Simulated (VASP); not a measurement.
# TiO2 (P4_2/mnm) in VASP: notebook

The runs below take TiO2 through single point, with r2SCAN+U.

All numbers are computed with VASP 6.6.1; they aren't measurements. Logs are shortened: lines on timing, memory, paths and dates and some standing lists are left out, and cuts for length are marked.

## 1. The cell of the first run

It takes space group P4_2/mnm (No. 136, tetragonal). Conventional cell: a = 4.597 Å, b = 4.597 Å, c = 2.993 Å, α = 90.00°, β = 90.00°, γ = 90.00°. Within 2.6 Å of Ti (site symmetry mmm) lie 6 O at 1.96 to 1.98 Å. Within 2.6 Å of O (site symmetry m2m) lie 3 Ti at 1.96 to 1.98 Å and 1 O at 2.53 Å.

## 2. Single point, r2SCAN+U

Input file POSCAR:

```
TiO2
1.0
    4.5973352650      0.0000000000      0.0000000000
    0.0000000000      4.5973352650      0.0000000000
    0.0000000000      0.0000000000      2.9931755259
Ti O
2 4
Direct
    0.5000000000      0.5000000000      0.0000000000
    0.0000000000      0.0000000000      0.5000000000
    0.6948338994      0.6948338994      0.5000000000
    0.8051661006      0.1948338994      0.0000000000
    0.1948338994      0.8051661006      0.0000000000
    0.3051661006      0.3051661006      0.5000000000
```

Input file INCAR.step1:

```
PREC = Accurate
ENCUT = 520
ISMEAR = 0
SIGMA = 0.02
LREAL = False
LASPH = True
NELM = 150
LMAXMIX = 4
LDAU = True
LDAUTYPE = 2
LDAUL = 2 -1
LDAUU = 4 0
LDAUJ = 0 0
NBANDS = 33
GGA = PE
ALGO = Normal
EDIFF = 1E-4
LWAVE = True
LCHARG = False
```

Input file INCAR.step2:

```
PREC = Accurate
ENCUT = 520
EDIFF = 1E-6
ISMEAR = 0
SIGMA = 0.02
LREAL = False
LASPH = True
NELM = 150
ALGO = Normal
ISIF = 2
LWAVE = False
LCHARG = False
LMAXMIX = 4
LDAU = True
LDAUTYPE = 2
LDAUL = 2 -1
LDAUU = 4 0
LDAUJ = 0 0
LDAUPRINT = 1
METAGGA = R2SCAN
LMIXTAU = True
NBANDS = 33
ISTART = 1
```

Input file KPOINTS:

```
regular mesh
0
Gamma
  6 6 8
```

Potentials or basis: VASP PAW PBE potentials, release 64 (Ti_sv, O).

Command:

```sh
$ cat potpaw_PBE.64/Ti_sv/POTCAR potpaw_PBE.64/O/POTCAR > POTCAR
$ cp INCAR.step1 INCAR
$ mpirun -np 1 vasp_std > vasp.out
$ cp INCAR.step2 INCAR
$ mpirun -np 1 vasp_std > vasp.out
```

OUTCAR:

```text
PREC = Accurate
   ENCUT = 520
   EDIFF = 1E-6
   ISMEAR = 0
   LREAL = False
   LASPH = True
   NELM = 150
   ISIF = 2
   METAGGA = R2SCAN
   ISTART = 1

 ion  position               nearest neighbor table
   1  0.500  0.500  0.000-   3 1.96   6 1.96   3 1.96   6 1.96   5 1.98   4 1.98
   2  0.000  0.000  0.500-   4 1.96   5 1.96   4 1.96   5 1.96   3 1.98   6 1.98
   3  0.695  0.695  0.500-   1 1.96   1 1.96   2 1.98
   4  0.805  0.195  0.000-   2 1.96   2 1.96   1 1.98
   5  0.195  0.805  0.000-   2 1.96   2 1.96   1 1.98
   6  0.305  0.305  0.500-   1 1.96   1 1.96   2 1.98

  LATTYP: Found a simple tetragonal cell.
 ALAT       =     4.5973352650
 C/A-ratio  =     0.6510674887

  Lattice vectors:

 A1 = (   4.5973352650,   0.0000000000,   0.0000000000)
 A2 = (   0.0000000000,   4.5973352650,   0.0000000000)
 A3 = (   0.0000000000,   0.0000000000,   2.9931755259)

Analysis of symmetry for initial positions (statically):
=====================================================================
 Subroutine PRICEL returns:
 Original cell was already a primitive cell.

 Routine SETGRP: Setting up the symmetry group for a
 simple tetragonal supercell.

 Subroutine GETGRP returns: Found 16 space group operations
 (whereof  8 operations were pure point group operations)
 out of a pool of 16 trial point group operations.

The static configuration has the point symmetry D_2h.
 The point group associated with its full space group is D_4h.

Analysis of symmetry for dynamics (positions and initial velocities):
=====================================================================
 Subroutine PRICEL returns:
 Original cell was already a primitive cell.

 Routine SETGRP: Setting up the symmetry group for a
 simple tetragonal supercell.

 Subroutine GETGRP returns: Found 16 space group operations
 (whereof  8 operations were pure point group operations)
 out of a pool of 16 trial point group operations.

The dynamic configuration has the point symmetry D_2h.
 The point group associated with its full space group is D_4h.

 Subroutine INISYM returns: Found 16 space group operations
 (whereof  8 operations are pure point group operations),
 and found     1 'primitive' translations

----------------------------------------------------------------------------------------

                                     Primitive cell

  volume of cell :      63.2622

  direct lattice vectors                    reciprocal lattice vectors
     4.597335265  0.000000000  0.000000000     0.217517310  0.000000000  0.000000000
     0.000000000  4.597335265  0.000000000     0.000000000  0.217517310  0.000000000
     0.000000000  0.000000000  2.993175526     0.000000000  0.000000000  0.334093337

  length of vectors
     4.597335265  4.597335265  2.993175526     0.217517310  0.217517310  0.334093337

  position of ions in fractional coordinates (direct lattice)
     0.500000000  0.500000000  0.000000000
     0.000000000  0.000000000  0.500000000
     0.694833899  0.694833899  0.500000000
     0.805166101  0.194833899  0.000000000
     0.194833899  0.805166101  0.000000000
     0.305166101  0.305166101  0.500000000

  ion indices of the primitive-cell ions
   primitive index   ion index
                 1           1
                 2           2
[... 102 lines left out ...]
   angular momentum for each species LDAUL =     2   -1
   U (eV)           for each species LDAUU =   4.0  0.0
   J (eV)           for each species LDAUJ =   0.0  0.0
   METAGGA = R2SCAN    functional components
   LHFCALC =     F    Hartree Fock is set to
   AEXX    =    0.0000 exact exchange contribution
   IVDW    =     0    specifies the selected vdW correction
   LEPSILON=     F    determine dielectric tensor
   LRPA    =     F    only Hartree local field effects (RPA)
 non-spin polarized calculation
 Gauss-broadening in eV      SIGMA  =   0.02
  energy-cutoff  :      520.00
  volume of cell :       63.26
 maximum number of plane-waves:      1724
 NGX is ok and might be reduce to    36
   NGX = 17   NGY = 17   NGZ = 11

atom =   1  type =  1  l = 2

 onsite density matrix

spin component  1

  0.1890  0.0000  0.0787  0.0000 -0.0000
  0.0000  0.1767  0.0000  0.0883  0.0000
  0.0787  0.0000  0.1241  0.0000  0.0000
  0.0000  0.0883  0.0000  0.1767  0.0000
 -0.0000  0.0000  0.0000  0.0000  0.0900

spin component  2

  0.1890  0.0000  0.0787  0.0000 -0.0000
  0.0000  0.1767  0.0000  0.0883  0.0000
  0.0787  0.0000  0.1241  0.0000  0.0000
  0.0000  0.0883  0.0000  0.1767  0.0000
 -0.0000  0.0000  0.0000  0.0000  0.0900

 occupancies and eigenvectors

  o =  0.0715  v = -0.5563 -0.0000  0.8310  0.0000 -0.0000  0.0000  0.0000  0.0000  0.0000  0.0000      0.0000  0.0000  0.0000  0.0000  0.0000  0.0000  0.0000  0.0000  0.0000  0.0000
  o =  0.0715  v =  0.0000  0.0000  0.0000  0.0000  0.0000 -0.5563 -0.0000  0.8310  0.0000 -0.0000      0.0000  0.0000  0.0000  0.0000  0.0000  0.0000  0.0000  0.0000  0.0000  0.0000
  o =  0.0884  v =  0.0000  0.7071  0.0000 -0.7071 -0.0000  0.0000  0.0000  0.0000  0.0000  0.0000      0.0000  0.0000  0.0000  0.0000  0.0000  0.0000  0.0000  0.0000  0.0000  0.0000
  o =  0.0884  v =  0.0000  0.0000  0.0000  0.0000  0.0000  0.0000  0.7071  0.0000 -0.7071 -0.0000      0.0000  0.0000  0.0000  0.0000  0.0000  0.0000  0.0000  0.0000  0.0000  0.0000
  o =  0.0900  v = -0.0000  0.0000  0.0000  0.0000  1.0000  0.0000  0.0000  0.0000  0.0000  0.0000      0.0000  0.0000  0.0000  0.0000  0.0000  0.0000  0.0000  0.0000  0.0000  0.0000
  o =  0.0900  v =  0.0000  0.0000  0.0000  0.0000  0.0000 -0.0000  0.0000  0.0000  0.0000  1.0000      0.0000  0.0000  0.0000  0.0000  0.0000  0.0000  0.0000  0.0000  0.0000  0.0000
  o =  0.2416  v = -0.8310 -0.0000 -0.5563  0.0000 -0.0000  0.0000  0.0000  0.0000  0.0000  0.0000      0.0000  0.0000  0.0000  0.0000  0.0000  0.0000  0.0000  0.0000  0.0000  0.0000
  o =  0.2416  v =  0.0000  0.0000  0.0000  0.0000  0.0000 -0.8310 -0.0000 -0.5563  0.0000 -0.0000      0.0000  0.0000  0.0000  0.0000  0.0000  0.0000  0.0000  0.0000  0.0000  0.0000
  o =  0.2650  v =  0.0000  0.0000  0.0000  0.0000  0.0000  0.0000 -0.7071  0.0000 -0.7071  0.0000      0.0000  0.0000  0.0000  0.0000  0.0000  0.0000  0.0000  0.0000  0.0000  0.0000
  o =  0.2650  v =  0.0000 -0.7071  0.0000 -0.7071  0.0000  0.0000  0.0000  0.0000  0.0000  0.0000      0.0000  0.0000  0.0000  0.0000  0.0000  0.0000  0.0000  0.0000  0.0000  0.0000

atom =   2  type =  1  l = 2

 onsite density matrix

spin component  1

  0.1890  0.0000 -0.0787  0.0000 -0.0000
  0.0000  0.1767  0.0000 -0.0883  0.0000
 -0.0787  0.0000  0.1241  0.0000 -0.0000
  0.0000 -0.0883  0.0000  0.1767  0.0000
 -0.0000  0.0000 -0.0000  0.0000  0.0900

spin component  2

  0.1890  0.0000 -0.0787  0.0000 -0.0000
  0.0000  0.1767  0.0000 -0.0883  0.0000
 -0.0787  0.0000  0.1241  0.0000 -0.0000
  0.0000 -0.0883  0.0000  0.1767  0.0000
 -0.0000  0.0000 -0.0000  0.0000  0.0900

 occupancies and eigenvectors

  o =  0.0715  v = -0.5563  0.0000 -0.8310  0.0000 -0.0000  0.0000  0.0000  0.0000  0.0000  0.0000      0.0000  0.0000  0.0000  0.0000  0.0000  0.0000  0.0000  0.0000  0.0000  0.0000
  o =  0.0715  v =  0.0000  0.0000  0.0000  0.0000  0.0000 -0.5563  0.0000 -0.8310  0.0000 -0.0000      0.0000  0.0000  0.0000  0.0000  0.0000  0.0000  0.0000  0.0000  0.0000  0.0000
  o =  0.0884  v =  0.0000 -0.7071 -0.0000 -0.7071  0.0000  0.0000  0.0000  0.0000  0.0000  0.0000      0.0000  0.0000  0.0000  0.0000  0.0000  0.0000  0.0000  0.0000  0.0000  0.0000
  o =  0.0884  v =  0.0000  0.0000  0.0000  0.0000  0.0000  0.0000 -0.7071 -0.0000 -0.7071  0.0000      0.0000  0.0000  0.0000  0.0000  0.0000  0.0000  0.0000  0.0000  0.0000  0.0000
  o =  0.0900  v =  0.0000  0.0000 -0.0000  0.0000  1.0000  0.0000  0.0000  0.0000  0.0000  0.0000      0.0000  0.0000  0.0000  0.0000  0.0000  0.0000  0.0000  0.0000  0.0000  0.0000
  o =  0.0900  v =  0.0000  0.0000  0.0000  0.0000  0.0000  0.0000  0.0000 -0.0000  0.0000  1.0000      0.0000  0.0000  0.0000  0.0000  0.0000  0.0000  0.0000  0.0000  0.0000  0.0000
  o =  0.2416  v = -0.8310  0.0000  0.5563  0.0000  0.0000  0.0000  0.0000  0.0000  0.0000  0.0000      0.0000  0.0000  0.0000  0.0000  0.0000  0.0000  0.0000  0.0000  0.0000  0.0000
  o =  0.2416  v =  0.0000  0.0000  0.0000  0.0000  0.0000 -0.8310  0.0000  0.5563  0.0000  0.0000      0.0000  0.0000  0.0000  0.0000  0.0000  0.0000  0.0000  0.0000  0.0000  0.0000
  o =  0.2650  v =  0.0000  0.0000  0.0000  0.0000  0.0000  0.0000  0.7071  0.0000 -0.7071 -0.0000      0.0000  0.0000  0.0000  0.0000  0.0000  0.0000  0.0000  0.0000  0.0000  0.0000
  o =  0.2650  v =  0.0000  0.7071  0.0000 -0.7071 -0.0000  0.0000  0.0000  0.0000  0.0000  0.0000      0.0000  0.0000  0.0000  0.0000  0.0000  0.0000  0.0000  0.0000  0.0000  0.0000

 number of electron      48.0000029 magnetization

 Free energy of the ion-electron system (eV)
  ---------------------------------------------------
  ext. energy  EPLUGINS =         0.00000000
  ---------------------------------------------------
  free energy    TOTEN  =       -64.72179727 eV

  energy without entropy =      -64.72179727  energy(sigma->0) =      -64.72179727

 E-fermi :   4.8378     XC(G=0): -12.0899

 val. band max:        4.7227906578   @ k =   0.0000   0.0000   0.0000
 cond. band min:       7.5060997079   @ k =   0.0000   0.0000   0.0000
 fundamental gap:      2.7833090501
 Fermi energy:         4.8378470123

 k-point     1 :       0.0000    0.0000    0.0000
  band No.  band energies     occupation
      1     -55.5043      2.00000
      2     -55.4884      2.00000
      3     -30.6997      2.00000
      4     -30.6997      2.00000
      5     -30.5463      2.00000
      6     -30.5463      2.00000
[... 853 lines left out ...]
     32      10.0471      0.00000
     33      11.5746      0.00000

 [... further k-points ...]
[... 5 lines left out ...]
  --------------------------------------------------------------------------------------
  -------------------------------------------------------------------------------------
  Total        1.7626581      1.7626581      2.1798352      0.0000000      0.0000000      0.0000000
  in kB       44.6410221     44.6410221     55.2064349      0.0000000      0.0000000      0.0000000
  external PRESSURE =      48.1628263 kB  Pullay stress =       0.0000000 kB

 VOLUME and BASIS-vectors are now :
 -----------------------------------------------------------------------------
  energy-cutoff  :      520.00
  volume of cell :       63.26
      direct lattice vectors                 reciprocal lattice vectors
     4.597335265  0.000000000  0.000000000     0.217517310  0.000000000  0.000000000
     0.000000000  4.597335265  0.000000000     0.000000000  0.217517310  0.000000000
     0.000000000  0.000000000  2.993175526     0.000000000  0.000000000  0.334093337

 POSITION                                       TOTAL-FORCE (eV/Angst)
 -----------------------------------------------------------------------------------
      2.29867      2.29867      0.00000         0.000000      0.000000     -0.000000
      0.00000      0.00000      1.49659         0.000000      0.000000     -0.000000
      3.19438      3.19438      1.49659         0.103163      0.103163     -0.000000
      3.70162      0.89572      0.00000        -0.103163      0.103163     -0.000000
      0.89572      3.70162      0.00000         0.103163     -0.103163      0.000000
      1.40295      1.40295      1.49659        -0.103163     -0.103163      0.000000
 -----------------------------------------------------------------------------------
    total drift:                                0.000000      0.000000     -0.000000

  FREE ENERGIE OF THE ION-ELECTRON SYSTEM (eV)
  ---------------------------------------------------
  free  energy   TOTEN  =       -64.7217972667 eV

  energy  without entropy=      -64.7217972667  energy(sigma->0) =      -64.72179727
```

Run time: 2.5 min. Hardware: 1 thread of Intel Xeon 6975P-C (Granite Rapids), shared host; peak memory 0.23 GiB.

Results:

```yaml
Free_energy: -64.7218 eV
Pressure: 4.8 GPa
Largest_force: 0.146 eV/Å
Band_gap_on_the_k_mesh: 2.78 eV
```

Forces on the atoms (eV/Å):
```
Ti   0.000  0.000  0.000
Ti   0.000  0.000  0.000
O    0.103  0.103  0.000
O   -0.103  0.103  0.000
O    0.103 -0.103  0.000
O   -0.103 -0.103  0.000
```

Stress tensor (GPa, compression positive):
```
4.46 0.00 0.00
0.00 4.46 0.00
0.00 0.00 5.52
```

Eigenvalues of the final occupation matrices:
```csv
site,spin,trace,eigenvalues
site 1 d,1,0.76,0.07 0.09 0.09 0.24 0.27
site 1 d,2,0.76,0.07 0.09 0.09 0.24 0.27
site 2 d,1,0.76,0.07 0.09 0.09 0.24 0.27
site 2 d,2,0.76,0.07 0.09 0.09 0.24 0.27
```

Caveat: the cell stands under pressure; the PAW data sets were made with another functional, which shifts forces and pressure a little. A k mesh can miss the band edges.

## 3. Single point, r2SCAN+U

POSCAR is that of step 2.

Input file INCAR.step1:

```
SYSTEM = TiO2
ALGO = Normal
EDIFF = 1E-4
ENCUT = 520
GGA = PE
ISMEAR = 0
LASPH = .True.
LCHARG = .False.
LDAU = .True.
LDAUJ = 0 0
LDAUL = 2 -1
LDAUTYPE = 2
LDAUU = 4 0
LMAXMIX = 4
LREAL = .False.
LWAVE = .True.
NBANDS = 33
NELM = 150
PREC = Accurate
SIGMA = 0.02
```

Input file INCAR.step2:

```
SYSTEM = TiO2
ALGO = Normal
EDIFF = 1E-6
ENCUT = 520
ISIF = 2
ISMEAR = 0
ISTART = 1
LASPH = .True.
LCHARG = .False.
LDAU = .True.
LDAUJ = 0 0
LDAUL = 2 -1
LDAUPRINT = 1
LDAUTYPE = 2
LDAUU = 4 0
LMAXMIX = 4
LMIXTAU = .True.
LREAL = .False.
LWAVE = .False.
METAGGA = R2SCAN
NBANDS = 33
NELM = 150
PREC = Accurate
SIGMA = 0.02
```

Input file KPOINTS:

```
k-points
0
Gamma
  6 6 8
  0 0 0
```

Potentials or basis: VASP PAW PBE potentials, release 64 (Ti_sv, O).

Command:

```sh
$ cat potpaw_PBE.64/Ti_sv/POTCAR potpaw_PBE.64/O/POTCAR > POTCAR
$ cp INCAR.step1 INCAR
$ mpirun -np 1 vasp_std > vasp.out
$ cp INCAR.step2 INCAR
$ mpirun -np 1 vasp_std > vasp.out
```

It took 2.5 min on 1 thread of Intel Xeon 6975P-C (Granite Rapids), shared host; peak memory 0.22 GiB.

Results (log left out):

| Quantity | Value |
| --- | --- |
| Free energy | -64.7218 eV |
| Pressure | 4.8 GPa |
| Largest force | 0.146 eV/Å |
| Band gap on the k mesh | 2.78 eV |

Forces on the atoms (eV/Å):
```
Ti   0.000  0.000  0.000
Ti   0.000  0.000  0.000
O    0.103  0.103  0.000
O   -0.103  0.103  0.000
O    0.103 -0.103  0.000
O   -0.103 -0.103  0.000
```

Stress tensor (GPa, compression positive):
```
4.46 0.00 0.00
0.00 4.46 0.00
0.00 0.00 5.52
```

Levels at points of the mesh, in eV from the valence-band top:
| k point | band 21 | band 22 | band 23 | band 24 | band 25 | band 26 | band 27 | band 28 |
| --- | --- | --- | --- | --- | --- | --- | --- | --- |
| (0.00, 0.00, 0.00) | -0.90 | -0.54 | -0.54 | 0.00 | 2.78 | 3.04 | 3.34 | 3.39 |
| (0.50, 0.00, 0.00) | -1.81 | -1.81 | -0.80 | -0.80 | 3.41 | 3.41 | 3.93 | 3.93 |
| (0.50, 0.50, 0.00) | -1.56 | -1.56 | -1.20 | -1.20 | 2.78 | 2.78 | 3.41 | 3.41 |
| (0.00, 0.00, 0.50) | -2.37 | -2.37 | -1.52 | -1.52 | 3.84 | 3.84 | 4.06 | 4.06 |
| (0.50, 0.00, 0.50) | -2.01 | -2.01 | -1.13 | -1.13 | 2.85 | 2.85 | 4.12 | 4.12 |
| (0.50, 0.50, 0.50) | -1.27 | -1.27 | -0.76 | -0.76 | 3.48 | 3.48 | 4.08 | 4.08 |

Eigenvalues of the final occupation matrices:
```csv
site,spin,trace,eigenvalues
site 1 d,1,0.76,0.07 0.09 0.09 0.24 0.27
site 1 d,2,0.76,0.07 0.09 0.09 0.24 0.27
site 2 d,1,0.76,0.07 0.09 0.09 0.24 0.27
site 2 d,2,0.76,0.07 0.09 0.09 0.24 0.27
```

Caveat: the cell stands under pressure; the PAW data sets were made with another functional, which shifts forces and pressure a little. A k mesh can miss the band edges.

## 4. Single point, r2SCAN+U (equal strain along all axes, cell held: +1.5 %, then relaxed in part)

Input file POSCAR:

```
TiO2
1.0
    4.6662952940      0.0000000000      0.0000000000
    0.0000000000      4.6662952940      0.0000000000
    0.0000000000      0.0000000000      3.0380731588
Ti O
2 4
Direct
    0.5000000000      0.5000000000      0.0000000000
    0.0000000000      0.0000000000      0.5000000000
    0.6932160973      0.6932160973      0.5000000000
    0.8067839027      0.1932160973      0.0000000000
    0.1932160973      0.8067839027      0.0000000000
    0.3067839027      0.3067839027      0.5000000000
```

Input file INCAR.step1:

```
SYSTEM = TiO2
  PREC = Accurate
  ENCUT = 520
  ISMEAR = 0
  SIGMA = 0.02
  LREAL = .False.
  LASPH = .True.
  NELM = 150
  LMAXMIX = 4
  LDAU = .True.
  LDAUTYPE = 2
  LDAUL = 2 -1
  LDAUU = 4 0
  LDAUJ = 0 0
  NBANDS = 33
  GGA = PE
  ALGO = Normal
  EDIFF = 1E-4
  LWAVE = .True.
  LCHARG = .False.
```

Input file INCAR.step2:

```
SYSTEM = TiO2
  PREC = Accurate
  ENCUT = 520
  EDIFF = 1E-6
  ISMEAR = 0
  SIGMA = 0.02
  LREAL = .False.
  LASPH = .True.
  NELM = 150
  ALGO = Normal
  ISIF = 2
  LWAVE = .False.
  LCHARG = .True.
  LMAXMIX = 4
  LDAU = .True.
  LDAUTYPE = 2
  LDAUL = 2 -1
  LDAUU = 4 0
  LDAUJ = 0 0
  LDAUPRINT = 1
  METAGGA = R2SCAN
  LMIXTAU = .True.
  LELF = .True.
  LVHAR = .True.
  NBANDS = 33
  ISTART = 1
```

Input file KPOINTS:

```
Automatic mesh
0
Gamma
  6 6 8
  0 0 0
```

Command:

```sh
$ cat potpaw_PBE.64/Ti_sv/POTCAR potpaw_PBE.64/O/POTCAR > POTCAR
$ cp INCAR.step1 INCAR
$ mpirun -np 1 vasp_std > vasp.out
$ cp INCAR.step2 INCAR
$ mpirun -np 1 vasp_std > vasp.out
```

Wall time 2.4 min (1 thread of Intel Xeon 6975P-C (Granite Rapids), shared host); peak memory 0.23 GiB.

The run converged. Its results:

```yaml
Free_energy: -64.7109 eV
Pressure: -5.5 GPa
Largest_force: 0.159 eV/Å
Band_gap_on_the_k_mesh: 2.70 eV
```

Forces in eV/Å, atoms in the order of the input:
```
Ti   0.000  0.000  0.000
Ti   0.000  0.000  0.000
O    0.112  0.112  0.000
O   -0.112  0.112  0.000
O    0.112 -0.112  0.000
O   -0.112 -0.112  0.000
```

Stress tensor (GPa, compression positive):
```
-4.93  0.00  0.00
 0.00 -4.93  0.00
 0.00  0.00 -6.55
```

Levels at points of the mesh, in eV from the valence-band top:
| k point | band 21 | band 22 | band 23 | band 24 | band 25 | band 26 | band 27 | band 28 |
| --- | --- | --- | --- | --- | --- | --- | --- | --- |
| (0.00, 0.00, 0.00) | -0.89 | -0.51 | -0.51 | 0.00 | 2.70 | 2.97 | 3.21 | 3.24 |
| (0.50, 0.00, 0.00) | -1.74 | -1.74 | -0.76 | -0.76 | 3.29 | 3.29 | 3.72 | 3.72 |
| (0.50, 0.50, 0.00) | -1.52 | -1.52 | -1.13 | -1.13 | 2.70 | 2.70 | 3.26 | 3.26 |
| (0.00, 0.00, 0.50) | -2.17 | -2.17 | -1.48 | -1.48 | 3.63 | 3.63 | 3.85 | 3.85 |
| (0.50, 0.00, 0.50) | -1.93 | -1.93 | -1.05 | -1.05 | 2.74 | 2.74 | 3.91 | 3.91 |
| (0.50, 0.50, 0.50) | -1.16 | -1.16 | -0.76 | -0.76 | 3.31 | 3.31 | 3.92 | 3.92 |

Eigenvalues of the final occupation matrices:
```tsv
site	spin	trace	eigenvalues
site 1 d	1	0.73	0.07 0.09 0.09 0.23 0.26
site 1 d	2	0.73	0.07 0.09 0.09 0.23 0.26
site 2 d	1	0.73	0.07 0.09 0.09 0.23 0.26
site 2 d	2	0.73	0.07 0.09 0.09 0.23 0.26
```

Caveat: the cell differs from its parent crystal (equal strain along all axes, cell held: +1.5 %, then relaxed in part); the cell stands under tension; the PAW data sets were made with another functional, which shifts forces and pressure a little. A k mesh can miss the band edges.

(Part 1 of 2 ends here.)
